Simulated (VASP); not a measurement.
# LiTaBe2N3 in VASP: a series of runs

Runs on LiTaBe2N3. Level: PBE. Tasks: single point.

All numbers are computed with VASP 6.6.1; they aren't measurements. Logs are shortened: lines on timing, memory, paths and dates and some standing lists are left out, and cuts for length are marked.

**1. The cell of the first run**

The typed cell holds 7 atoms: a = 3.501 Å, b = 3.501 Å, c = 5.831 Å, α = 90.00°, β = 90.00°, γ = 90.00°.

The cell was generated, and may not be a known phase.

**2. Single point, PBE**

Contents of INCAR:

```
  PREC = Accurate
  ENCUT = 750
  EDIFF = 1E-6
  ISMEAR = 0
  SIGMA = 0.15
  LREAL = F
  LASPH = T
  NELM = 120
  ALGO = Normal
  ISIF = 2
  LWAVE = F
  LCHARG = F
  GGA = PE
  NBANDS = 26
  GGA_COMPAT = F
```

Contents of KPOINTS:

```
Automatic mesh
0
Gamma
  3 3 2
```

Contents of POSCAR:

```
LiTaBe2N3
1.0
    2.4757401823     -2.4758761820      0.0000000000
    2.4757401823      2.4758761820      0.0000000000
    0.0000000000      0.0000000000      5.8312709084
Li Ta Be N
1 1 2 3
Direct
    0.0000000000      0.0000000000      0.5000000000
    0.5000000000      0.5000000000      0.5000000000
    0.0000000000      0.0000000000      0.8458299718
    0.0000000000      0.0000000000      0.1541700282
    0.0000000000      0.5000000000      0.0000000000
    0.5000000000      0.0000000000      0.0000000000
    0.5000000000      0.5000000000      0.0000000000
```

Potentials or basis: VASP PAW PBE potentials, release 64 (Li_sv, Ta_pv, Be, N).

On the command line:

```console
cat potpaw_PBE.64/Li_sv/POTCAR potpaw_PBE.64/Ta_pv/POTCAR potpaw_PBE.64/Be/POTCAR potpaw_PBE.64/N/POTCAR > POTCAR
mpirun -np 1 vasp_std > vasp.out
```

OUTCAR:

```text
PREC = Accurate
   ENCUT = 750
   EDIFF = 1E-6
   ISMEAR = 0
   LREAL = F
   LASPH = T
   NELM = 120
   ISIF = 2
   GGA = PE

 ion  position               nearest neighbor table
   1  0.000  0.000  0.500-   3 2.02   4 2.02   2 2.48   2 2.48   2 2.48   2 2.48
   2  0.500  0.500  0.500-   1 2.48   1 2.48   1 2.48   1 2.48
   3  0.000  0.000  0.846-   4 1.80   5 1.97   6 1.97   5 1.97   6 1.97   1 2.02
   4  0.000  0.000  0.154-   3 1.80   5 1.97   6 1.97   5 1.97   6 1.97   1 2.02
   5  0.000  0.500  0.000-   7 1.75   7 1.75   3 1.97   3 1.97   4 1.97   4 1.97
   6  0.500  0.000  0.000-   7 1.75   7 1.75   3 1.97   4 1.97   3 1.97   4 1.97
   7  0.500  0.500  0.000-   5 1.75   6 1.75   6 1.75   5 1.75

  LATTYP: Found a base centered orthorhombic cell.
 ALAT       =     4.9514803646
 B/A-ratio  =     1.0000549329
 C/A-ratio  =     1.1776823251

  Lattice vectors:

 A1 = (   2.4757401823,  -2.4758761820,   0.0000000000)
 A2 = (   2.4757401823,   2.4758761820,   0.0000000000)
 A3 = (   0.0000000000,   0.0000000000,   5.8312709084)

Analysis of symmetry for initial positions (statically):
=====================================================================
 Subroutine PRICEL returns:
 Original cell was already a primitive cell.

 Routine SETGRP: Setting up the symmetry group for a
 base centered orthorhombic supercell.

 Subroutine GETGRP returns: Found  8 space group operations
 (whereof  8 operations were pure point group operations)
 out of a pool of  8 trial point group operations.

The static configuration has the point symmetry D_2h.

Analysis of symmetry for dynamics (positions and initial velocities):
=====================================================================
 Subroutine PRICEL returns:
 Original cell was already a primitive cell.

 Routine SETGRP: Setting up the symmetry group for a
 base centered orthorhombic supercell.

 Subroutine GETGRP returns: Found  8 space group operations
 (whereof  8 operations were pure point group operations)
 out of a pool of  8 trial point group operations.

The dynamic configuration has the point symmetry D_2h.

 Subroutine INISYM returns: Found  8 space group operations
 (whereof  8 operations are pure point group operations),
 and found     1 'primitive' translations

----------------------------------------------------------------------------------------

                                     Primitive cell

  volume of cell :      71.4870

  direct lattice vectors                    reciprocal lattice vectors
     2.475740182 -2.475876182  0.000000000     0.201959803 -0.201948710  0.000000000
     2.475740182  2.475876182  0.000000000     0.201959803  0.201948710  0.000000000
     0.000000000  0.000000000  5.831270908     0.000000000  0.000000000  0.171489203

  length of vectors
     3.501321510  3.501321510  5.831270908     0.285606448  0.285606448  0.171489203

  position of ions in fractional coordinates (direct lattice)
     0.000000000  0.000000000  0.500000000
     0.500000000  0.500000000  0.500000000
     0.000000000  0.000000000  0.845829972
     0.000000000  0.000000000  0.154170028
     1.000000000  0.500000000  0.000000000
     0.500000000  1.000000000  0.000000000
     0.500000000  0.500000000  0.000000000

  ion indices of the primitive-cell ions
   primitive index   ion index
                 1           1
                 2           2
                 3           3
                 4           4
                 5           5
                 6           6
                 7           7

----------------------------------------------------------------------------------------

 KPOINTS: Automatic mesh

Automatic generation of k-mesh.
 Grid dimensions read from file:
 generate k-points for:    3    3    2

 Generating k-lattice:

  Cartesian coordinates                     Fractional coordinates (reciprocal lattice)
     0.067319934 -0.067316237  0.000000000     0.333333333  0.000000000  0.000000000
     0.067319934  0.067316237  0.000000000     0.000000000  0.333333333  0.000000000
     0.000000000  0.000000000  0.085744601     0.000000000  0.000000000  0.500000000

  Length of vectors
     0.095202149  0.095202149  0.085744601

  Shift w.r.t. Gamma in fractional coordinates (k-lattice)
     0.000000000  0.000000000  0.000000000

 Subroutine IBZKPT returns following result:
 ===========================================

 Found      8 irreducible k-points:

 Following reciprocal coordinates:
            Coordinates               Weight
  0.000000  0.000000  0.000000      1.000000
  0.333333  0.000000  0.000000      4.000000
  0.333333  0.333333  0.000000      2.000000
 -0.333333  0.333333  0.000000      2.000000
  0.000000  0.000000  0.500000      1.000000
  0.333333  0.000000  0.500000      4.000000
  0.333333  0.333333  0.500000      2.000000
 -0.333333  0.333333  0.500000      2.000000
   k-points           NKPTS =      8   k-points in BZ     NKDIM =      8   number of bands    NBANDS=     26
   number of dos      NEDOS =    301   number of ions     NIONS =      7
   total plane-waves  NPLWV =  55296
   dimension x,y,z NGX =    32 NGY =   32 NGZ =   54
   dimension x,y,z NGXF=    64 NGYF=   64 NGZF=  108
   ions per type =               1   1   2   3
   NGX,Y,Z   is equivalent  to a cutoff of  15.19, 15.19, 15.40 a.u.
   NGXF,Y,Z  is equivalent  to a cutoff of  30.39, 30.39, 30.79 a.u.
 SYSTEM =  unknown system
   PREC   = accura    normal or accurate (medium, high low for compatibility)
   ISTART =      0    job   : 0-new  1-cont  2-samecut
   ICHARG =      2    charge: 1-file 2-atom 10-const
   ISPIN  =      1    spin polarized calculation?
   LNONCOLLINEAR =      F non collinear calculations
   LSORBIT =      F    spin-orbit coupling
   LASPH  =      T    aspherical Exc in radial PAW
   ENCUT  =  750.0 eV  55.12 Ry    7.42 a.u.   7.82  7.82 13.02*2*pi/ulx,y,z
   NELM   =    120;   NELMIN=  2; NELMDL= -5     # of ELM steps
   EDIFF  = 0.1E-05   stopping-criterion for ELM
   LREAL  =      F    real-space projection
   EDIFFG = 0.1E-04   stopping-criterion for IOM
   NSW    =      0    number of steps for IOM
   IBRION =     -1    ionic relax: 0-MD 1-quasi-New 2-CG
   NFREE  =      0    steps in history (QN), initial steepest desc. (CG)
   ISIF   =      2    stress and relaxation
   ISYM   =      2    0-nonsym 1-usesym 2-fastsym
   POTIM  = 0.5000    time-step for ionic-motion
   TEBEG  =    0.0;   TEEND  =   0.0 temperature during run
   PSTRESS=    0.0 pullay stress
   NELECT =      33.0000    total number of electrons
   NUPDOWN=      -1.0000    fix difference up-down
   EMIN   =  10.00;   EMAX   =-10.00  energy-range for DOS
   EFERMI =   0.00;   METHOD = LEGACY
   ISMEAR =     0;   SIGMA  =   0.15  broadening in eV -4-tet -1-fermi 0-gaus
   EFERMI_NEDOS =   21; number of points for ismear=-14 and -15
   IALGO  =     38    algorithm
   IMIX   =      4    mixing-type and parameters
     AMIX     =   0.40;   BMIX     =  1.00
     AMIX_MAG =   1.60;   BMIX_MAG =  1.00
  volume/ion in A,a.u.               =      10.21        68.92
  Fermi-wavevector in a.u.,A,eV,Ry     =   1.265233  2.390943 21.780394  1.600814
  Thomas-Fermi vector in A             =   2.398497
   LORBIT       =      0    0 simple, 1 ext, 2 COOP (PROOUT), +10 PAW based schemes
   GGA     = PE    functional components
   LHFCALC =     F    Hartree Fock is set to
   AEXX    =    0.0000 exact exchange contribution
   IVDW    =     0    specifies the selected vdW correction
   LEPSILON=     F    determine dielectric tensor
   LRPA    =     F    only Hartree local field effects (RPA)
 non-spin polarized calculation
 Gauss-broadening in eV      SIGMA  =   0.15
  energy-cutoff  :      750.00
  volume of cell :       71.49
 maximum number of plane-waves:      3354
   NGX = 15   NGY = 15   NGZ = 27

 number of electron      33.0000001 magnetization

 Free energy of the ion-electron system (eV)
  ---------------------------------------------------
  ext. energy  EPLUGINS =         0.00000000
  ---------------------------------------------------
  free energy    TOTEN  =       -34.83725855 eV

  energy without entropy =      -34.75749084  energy(sigma->0) =      -34.79737470

 E-fermi :   4.9726     XC(G=0): -11.0626

 val. band max:        4.9545217750   @ k =   0.0000   0.0000   0.0000
 cond. band min:       5.0044248324   @ k =   0.0000   0.0000   0.0000
 fundamental gap:      0.0499030574
 Fermi energy:         4.9726315589

 k-point     1 :       0.0000    0.0000    0.0000
  band No.  band energies     occupation
      1     -39.7457      2.00000
      2     -30.7597      2.00000
      3     -30.1055      2.00000
      4     -30.1055      2.00000
      5     -14.2396      2.00000
      6      -7.1884      2.00000
[... 18 lines left out ...]
     25      11.8396      0.00000
     26      12.1006      0.00000

 k-point     2 :       0.3333    0.0000    0.0000
  band No.  band energies     occupation
      1     -39.7487      2.00000
      2     -30.7530      2.00000
      3     -30.1683      2.00000
      4     -30.0982      2.00000
      5     -13.3966      2.00000
      6      -9.7317      2.00000
[... 18 lines left out ...]
     25      11.7354      0.00000
     26      12.2000      0.00000

 k-point     3 :       0.3333    0.3333    0.0000
  band No.  band energies     occupation
      1     -39.7458      2.00000
      2     -30.7466      2.00000
      3     -30.1739      2.00000
      4     -30.1676      2.00000
      5     -12.4871      2.00000
      6      -9.7412      2.00000
[... 18 lines left out ...]
     25      10.8208      0.00000
     26      12.0440      0.00000

 k-point     4 :      -0.3333    0.3333    0.0000
  band No.  band energies     occupation
      1     -39.7458      2.00000
      2     -30.7466      2.00000
      3     -30.1740      2.00000
      4     -30.1676      2.00000
      5     -12.4872      2.00000
      6      -9.7408      2.00000
[... 18 lines left out ...]
     25      10.8210      0.00000
     26      12.0433      0.00000

 k-point     5 :       0.0000    0.0000    0.5000
  band No.  band energies     occupation
      1     -39.7457      2.00000
      2     -30.7600      2.00000
      3     -30.1055      2.00000
      4     -30.1055      2.00000
      5     -14.2188      2.00000
      6      -7.1854      2.00000
[... 18 lines left out ...]
     25      12.6634      0.00000
     26      13.8800      0.00000

 k-point     6 :       0.3333    0.0000    0.5000
  band No.  band energies     occupation
      1     -39.7487      2.00000
      2     -30.7533      2.00000
      3     -30.1683      2.00000
      4     -30.0982      2.00000
      5     -13.3763      2.00000
      6      -9.7349      2.00000
[... 18 lines left out ...]
     25      11.5824      0.00000
     26      12.7063      0.00000

 k-point     7 :       0.3333    0.3333    0.5000
  band No.  band energies     occupation
      1     -39.7458      2.00000
      2     -30.7468      2.00000
      3     -30.1739      2.00000
      4     -30.1676      2.00000
      5     -12.4695      2.00000
      6      -9.7458      2.00000
[... 18 lines left out ...]
     25      10.2548      0.00000
     26      10.8487      0.00000

 k-point     8 :      -0.3333    0.3333    0.5000
  band No.  band energies     occupation
      1     -39.7458      2.00000
      2     -30.7468      2.00000
      3     -30.1739      2.00000
      4     -30.1676      2.00000
      5     -12.4696      2.00000
      6      -9.7453      2.00000
[... 18 lines left out ...]
     25      10.2552      0.00000
     26      10.8490      0.00000

------------------------ aborting loop because EDIFF is reached ----------------------------------------

  FORCE on cell =-STRESS in cart. coord.  units (eV):
  Direction    XX          YY          ZZ          XY          YZ          ZX
  --------------------------------------------------------------------------------------
  -------------------------------------------------------------------------------------
  Total       -0.1779306     -0.1825196      0.0523714      0.0000000      0.0000000      0.0000000
  in kB       -3.9878066     -4.0906544      1.1737553      0.0000000      0.0000000      0.0000000
  external PRESSURE =      -2.3015685 kB  Pullay stress =       0.0000000 kB

 VOLUME and BASIS-vectors are now :
 -----------------------------------------------------------------------------
  energy-cutoff  :      750.00
  volume of cell :       71.49
      direct lattice vectors                 reciprocal lattice vectors
     2.475740182 -2.475876182  0.000000000     0.201959803 -0.201948710  0.000000000
     2.475740182  2.475876182  0.000000000     0.201959803  0.201948710  0.000000000
     0.000000000  0.000000000  5.831270908     0.000000000  0.000000000  0.171489203

 POSITION                                       TOTAL-FORCE (eV/Angst)
 -----------------------------------------------------------------------------------
      0.00000      0.00000      2.91564        -0.000000     -0.000000      0.000000
      2.47574      0.00000      2.91564        -0.000000      0.000000      0.000000
      0.00000      0.00000      4.93226         0.000000     -0.000000      0.040975
      0.00000      0.00000      0.89901        -0.000000     -0.000000     -0.040975
      1.23787      1.23794      0.00000        -0.000000     -0.000000      0.000000
      1.23787     -1.23794      0.00000        -0.000000     -0.000000      0.000000
      2.47574      0.00000      0.00000        -0.000000     -0.000000      0.000000
 -----------------------------------------------------------------------------------
    total drift:                                0.000000      0.000000     -0.000000

  FREE ENERGIE OF THE ION-ELECTRON SYSTEM (eV)
  ---------------------------------------------------
  free  energy   TOTEN  =       -34.8372585548 eV

  energy  without entropy=      -34.7574908389  energy(sigma->0) =      -34.79737470
```

Wall time 32 s (1 thread of AMD EPYC 7R43 (Zen 3), shared host); peak memory 0.2 GiB.

Results:

| Item | Value |
| --- | --- |
| Free energy | -34.8373 eV |
| Pressure | -0.2 GPa |
| Largest force | 0.041 eV/Å |
| Band gap on the k mesh | zero (an odd number of electrons rules out a gap without spin polarisation) |

Forces on the atoms (eV/Å):
```
Li   0.000  0.000  0.000
Ta   0.000  0.000  0.000
Be   0.000  0.000  0.041
Be   0.000  0.000 -0.041
N    0.000  0.000  0.000
N    0.000  0.000  0.000
N    0.000  0.000  0.000
```

Stress tensor (GPa, compression positive):
```
-0.40  0.00  0.00
 0.00 -0.41  0.00
 0.00  0.00  0.12
```

Caveat: the k points lie up to 0.60 Å⁻¹ apart, too coarse for converged energies and pressures of a metal; spin-orbit coupling is left out, which moves the levels of the heavy elements.

(Continued in part 2 of 2.)

The gap in the log of VASP goes by the Fermi energy; the results here count the filled bands.